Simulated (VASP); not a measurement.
# Al (Fm-3m) in VASP: notebook

The runs below take Al through single point, relaxation of cell and atoms, with PBE.

All numbers are computed with VASP 6.6.1; they aren't measurements. Logs are shortened: lines on timing, memory, paths and dates and some standing lists are left out, and cuts for length are marked.

### Step 1. The cell of the first run

The structure is cubic, space group Fm-3m (No. 225). The conventional cell has a = 3.876 Å, b = 3.876 Å, c = 3.876 Å, α = 90.00°, β = 90.00°, γ = 90.00°. Within 3.6 Å of Al (site symmetry m-3m) lie 12 Al at 2.74 Å.

### Step 2. Single point, PBE

Contents of INCAR:

```
SYSTEM = Al
ALGO = Normal ; EDIFF = 1E-6
ENCUT = 520 ; GGA = PE
ISIF = 2 ; ISMEAR = -1
LASPH = .True. ; LCHARG = .True.
LELF = .True. ; LREAL = .False.
LVHAR = .True. ; LWAVE = .False.
NBANDS = 8 ; NELM = 80
PREC = Accurate ; SIGMA = 0.1
```

Contents of KPOINTS:

```
k-points
0
Gamma
  17 17 17
  0 0 0
```

Contents of POSCAR:

```
Al
1.0
    0.0000000000      1.9378931019      1.9378931019
    1.9378931019      0.0000000000      1.9378931019
    1.9378931019      1.9378931019      0.0000000000
Al
1
Direct
    0.0000000000      0.0000000000      0.0000000000
```

Potentials or basis: VASP PAW PBE potentials, release 64 (Al).

On the command line:

```
$ cat potpaw_PBE.64/Al/POTCAR > POTCAR
$ mpirun -np 1 vasp_std > vasp.out
```

OUTCAR:

```text
SYSTEM = Al
   EDIFF = 1E-6
   ENCUT = 520
   GGA = PE
   ISIF = 2
   ISMEAR = -1
   LASPH = .True.
   LREAL = .False.
   NELM = 80
   PREC = Accurate

 ion  position               nearest neighbor table
   1  0.000  0.000  0.000-

  LATTYP: Found a face centered cubic cell.
 ALAT       =     3.8757862038

  Lattice vectors:

 A1 = (   0.0000000000,   1.9378931019,   1.9378931019)
 A2 = (   1.9378931019,   0.0000000000,   1.9378931019)
 A3 = (   1.9378931019,   1.9378931019,   0.0000000000)

Analysis of symmetry for initial positions (statically):
=====================================================================
 Subroutine PRICEL returns:
 Original cell was already a primitive cell.

 Routine SETGRP: Setting up the symmetry group for a
 face centered cubic supercell.

 Subroutine GETGRP returns: Found 48 space group operations
 (whereof 48 operations were pure point group operations)
 out of a pool of 48 trial point group operations.

The static configuration has the point symmetry O_h .

Analysis of symmetry for dynamics (positions and initial velocities):
=====================================================================
 Subroutine PRICEL returns:
 Original cell was already a primitive cell.

 Routine SETGRP: Setting up the symmetry group for a
 face centered cubic supercell.

 Subroutine GETGRP returns: Found 48 space group operations
 (whereof 48 operations were pure point group operations)
 out of a pool of 48 trial point group operations.

The dynamic configuration has the point symmetry O_h .

 Subroutine INISYM returns: Found 48 space group operations
 (whereof 48 operations are pure point group operations),
 and found     1 'primitive' translations

----------------------------------------------------------------------------------------

                                     Primitive cell

  volume of cell :      14.5552

  direct lattice vectors                    reciprocal lattice vectors
     0.000000000  1.937893102  1.937893102    -0.258012168  0.258012168  0.258012168
     1.937893102  0.000000000  1.937893102     0.258012168 -0.258012168  0.258012168
     1.937893102  1.937893102  0.000000000     0.258012168  0.258012168 -0.258012168

  length of vectors
     2.740594707  2.740594707  2.740594707     0.446890183  0.446890183  0.446890183

  position of ions in fractional coordinates (direct lattice)
     0.000000000  0.000000000  0.000000000

  ion indices of the primitive-cell ions
   primitive index   ion index
                 1           1

----------------------------------------------------------------------------------------

 KPOINTS: k-points

Automatic generation of k-mesh.
 Grid dimensions read from file:
 generate k-points for:   17   17   17

 Generating k-lattice:

  Cartesian coordinates                     Fractional coordinates (reciprocal lattice)
    -0.015177186  0.015177186  0.015177186     0.058823529  0.000000000  0.000000000
     0.015177186 -0.015177186  0.015177186     0.000000000  0.058823529  0.000000000
     0.015177186  0.015177186 -0.015177186     0.000000000  0.000000000  0.058823529

  Length of vectors
     0.026287658  0.026287658  0.026287658

  Shift w.r.t. Gamma in fractional coordinates (k-lattice)
     0.000000000  0.000000000  0.000000000

 Subroutine IBZKPT returns following result:
 ===========================================

 Found    165 irreducible k-points:

 Following reciprocal coordinates:
            Coordinates               Weight
  0.000000  0.000000  0.000000      1.000000
  0.058824  0.000000  0.000000      8.000000
  0.117647  0.000000  0.000000      8.000000
  0.176471  0.000000  0.000000      8.000000
  0.235294  0.000000  0.000000      8.000000
  0.294118  0.000000  0.000000      8.000000
[... 16 lines left out ...]
 -0.176471  0.058824  0.000000     24.000000
 -0.117647  0.058824  0.000000     24.000000
 [... further k-points ...]
   k-points           NKPTS =    165   k-points in BZ     NKDIM =    165   number of bands    NBANDS=      8
   number of dos      NEDOS =    301   number of ions     NIONS =      1
   total plane-waves  NPLWV =   8000
   dimension x,y,z NGX =    20 NGY =   20 NGZ =   20
   dimension x,y,z NGXF=    40 NGYF=   40 NGZF=   40
   ions per type =               1
   NGX,Y,Z   is equivalent  to a cutoff of  12.13, 12.13, 12.13 a.u.
   NGXF,Y,Z  is equivalent  to a cutoff of  24.26, 24.26, 24.26 a.u.
 SYSTEM =  Al
   PREC   = accura    normal or accurate (medium, high low for compatibility)
   ISTART =      0    job   : 0-new  1-cont  2-samecut
   ICHARG =      2    charge: 1-file 2-atom 10-const
   ISPIN  =      1    spin polarized calculation?
   LNONCOLLINEAR =      F non collinear calculations
   LSORBIT =      F    spin-orbit coupling
   LASPH  =      T    aspherical Exc in radial PAW
   ENCUT  =  520.0 eV  38.22 Ry    6.18 a.u.   5.10  5.10  5.10*2*pi/ulx,y,z
   NELM   =     80;   NELMIN=  2; NELMDL= -5     # of ELM steps
   EDIFF  = 0.1E-05   stopping-criterion for ELM
   LREAL  =      F    real-space projection
   EDIFFG = 0.1E-04   stopping-criterion for IOM
   NSW    =      0    number of steps for IOM
   IBRION =     -1    ionic relax: 0-MD 1-quasi-New 2-CG
   NFREE  =      0    steps in history (QN), initial steepest desc. (CG)
   ISIF   =      2    stress and relaxation
   ISYM   =      2    0-nonsym 1-usesym 2-fastsym
   POTIM  = 0.5000    time-step for ionic-motion
   TEBEG  =    0.0;   TEEND  =   0.0 temperature during run
   PSTRESS=    0.0 pullay stress
   NELECT =       3.0000    total number of electrons
   NUPDOWN=      -1.0000    fix difference up-down
   EMIN   =  10.00;   EMAX   =-10.00  energy-range for DOS
   EFERMI =   0.00;   METHOD = LEGACY
   ISMEAR =    -1;   SIGMA  =   0.10  broadening in eV -4-tet -1-fermi 0-gaus
   EFERMI_NEDOS =   21; number of points for ismear=-14 and -15
   IALGO  =     38    algorithm
   IMIX   =      4    mixing-type and parameters
     AMIX     =   0.40;   BMIX     =  1.00
     AMIX_MAG =   1.60;   BMIX_MAG =  1.00
  volume/ion in A,a.u.               =      14.56        98.22
  Fermi-wavevector in a.u.,A,eV,Ry     =   0.967035  1.827431 12.723574  0.935156
  Thomas-Fermi vector in A             =   2.096887
   LORBIT       =      0    0 simple, 1 ext, 2 COOP (PROOUT), +10 PAW based schemes
   GGA     = PE    functional components
   LHFCALC =     F    Hartree Fock is set to
   AEXX    =    0.0000 exact exchange contribution
   IVDW    =     0    specifies the selected vdW correction
   LEPSILON=     F    determine dielectric tensor
   LRPA    =     F    only Hartree local field effects (RPA)
 non-spin polarized calculation
  energy-cutoff  :      520.00
  volume of cell :       14.56
 maximum number of plane-waves:       401
   NGX = 11   NGY = 11   NGZ = 11

 number of electron       3.0000000 magnetization

 Free energy of the ion-electron system (eV)
  ---------------------------------------------------
  ext. energy  EPLUGINS =         0.00000000
  ---------------------------------------------------
  free energy    TOTEN  =        -3.68503280 eV

  energy without entropy =       -3.67382146  energy(sigma->0) =       -3.67942713

 E-fermi :   9.3714     XC(G=0): -10.6588

 val. band max:        9.3648508550   @ k =  -0.4706   0.2941   0.1176
 cond. band min:       9.4117666884   @ k =  -0.2353   0.3529   0.1176
 fundamental gap:      0.0469158333
 Fermi energy:         9.3714161394

 k-point     1 :       0.0000    0.0000    0.0000
  band No.  band energies     occupation
      1      -2.6568      2.00000
      2      22.7117      0.00000
      3      22.7117      0.00000
      4      22.7117      0.00000
      5      25.2072      0.00000
      6      25.2072      0.00000
      7      25.2072      0.00000
      8      26.7789      0.00000

 k-point     2 :       0.0588    0.0000    0.0000
  band No.  band energies     occupation
      1      -2.5546      2.00000
      2      21.1112      0.00000
      3      22.4674      0.00000
      4      22.4674      0.00000
      5      25.5794      0.00000
      6      25.6170      0.00000
      7      25.6170      0.00000
      8      27.9303      0.00000

 k-point     3 :       0.1176    0.0000    0.0000
  band No.  band energies     occupation
      1      -2.2485      2.00000
      2      18.6121      0.00000
      3      22.0012      0.00000
      4      22.0012      0.00000
      5      25.4643      0.00000
      6      26.5599      0.00000
      7      26.5599      0.00000
      8      28.4086      0.00000

 k-point     4 :       0.1765    0.0000    0.0000
  band No.  band energies     occupation
      1      -1.7401      2.00000
      2      16.0883      0.00000
      3      21.5697      0.00000
      4      21.5697      0.00000
      5      25.2043      0.00000
      6      26.8864      0.00000
      7      26.8864      0.00000
      8      28.0194      0.00000

 k-point     5 :       0.2353    0.0000    0.0000
  band No.  band energies     occupation
      1      -1.0317      2.00000
      2      13.6588      0.00000
      3      21.2550      0.00000
      4      21.2550      0.00000
      5      24.9768      0.00000
      6      25.6981      0.00000
      7      25.6981      0.00000
      8      29.4269      0.00000
[... 177 lines left out ...]
 k-point    22 :      -0.2353    0.0588    0.0000
  band No.  band energies     occupation
      1      -0.6623      2.00000
      2      12.9444      0.00000
      3      19.2774      0.00000
      4      22.5192      0.00000
      5      24.1129      0.00000
      6      25.5003      0.00000
      7      25.9084      0.00000
      8      28.7739      0.00000

 k-point    23 :      -0.1765    0.0588    0.0000
  band No.  band energies     occupation
      1      -1.4360      2.00000
      2      15.3143      0.00000
      3      19.5900      0.00000
      4      22.7404      0.00000
      5      25.3455      0.00000
      6      25.8013      0.00000
      7      26.9658      0.00000
      8      27.2816      0.00000

 k-point    24 :      -0.1176    0.0588    0.0000
  band No.  band energies     occupation
      1      -2.0110      2.00000
      2      17.7601      0.00000
      3      20.0849      0.00000
      4      22.9820      0.00000
      5      25.9761      0.00000
      6      26.0008      0.00000
      7      26.8358      0.00000
      8      27.5995      0.00000

 [... further k-points ...]
[... 5 lines left out ...]
  --------------------------------------------------------------------------------------
  -------------------------------------------------------------------------------------
  Total        1.1784635      1.1784635      1.1784635     -0.0000000      0.0000000     -0.0000000
  in kB      129.7200966    129.7200966    129.7200966     -0.0000000      0.0000000     -0.0000000
  external PRESSURE =     129.7200966 kB  Pullay stress =       0.0000000 kB

 VOLUME and BASIS-vectors are now :
 -----------------------------------------------------------------------------
  energy-cutoff  :      520.00
  volume of cell :       14.56
      direct lattice vectors                 reciprocal lattice vectors
     0.000000000  1.937893102  1.937893102    -0.258012168  0.258012168  0.258012168
     1.937893102  0.000000000  1.937893102     0.258012168 -0.258012168  0.258012168
     1.937893102  1.937893102  0.000000000     0.258012168  0.258012168 -0.258012168

 POSITION                                       TOTAL-FORCE (eV/Angst)
 -----------------------------------------------------------------------------------
      0.00000      0.00000      0.00000         0.000000     -0.000000     -0.000000
 -----------------------------------------------------------------------------------
    total drift:                                0.000000      0.000000     -0.000000

  FREE ENERGIE OF THE ION-ELECTRON SYSTEM (eV)
  ---------------------------------------------------
  free  energy   TOTEN  =        -3.6850327967 eV

  energy  without entropy=       -3.6738214603  energy(sigma->0) =       -3.67942713
```

Wall time 5.6 s (1 thread of Intel Xeon 6975P-C (Granite Rapids), shared host); peak memory 0.13 GiB.

Results:

```yaml
Free_energy: -3.6850 eV
Pressure: 13.0 GPa
```

Levels at points of the mesh, in eV from the Fermi level:
| k point | band 1 | band 2 | band 3 | band 4 |
| --- | --- | --- | --- | --- |
| (0.00, 0.00, 0.00) | -12.03 | 13.34 | 13.34 | 13.34 |

(Part 1 of 2 ends here.)
